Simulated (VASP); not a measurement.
BAs:

```
As B
1.0
     0.00000    2.35622    2.35622
     2.35622    0.00000    2.35622
     2.35622    2.35622    0.00000
As B
1 1
Cartesian
  3.5343 3.5343 3.5343
  0.0000 0.0000 0.0000
```

Base run:

| Property | Result |
| --- | --- |
| Program | VASP 6.6.1 |
| Functional | PBE exchange alone |
| Potentials or basis | VASP PAW PBE potentials, release 64 (As, B) |
| Cutoff | 520 eV |
| k mesh | 10 × 10 × 10 |
| Occupations | fermi-dirac, width 0.05 eV |
| Spin | no spin polarisation |

Its results: band gap on the k mesh 1.37 eV, indirect (least direct gap 3.41 eV); pressure 25.3 GPa.

**Question.** The run is repeated on the same cell with these changes: functional from PBE exchange alone to RPBE. What comes out?

**Answer.** Band gap on the k mesh 1.16 eV, indirect (least direct gap 3.33 eV); pressure 12.6 GPa.

Caveats: the PAW data sets were made with another functional, which shifts forces and pressure a little (some runs).

A k mesh can miss the band edges.
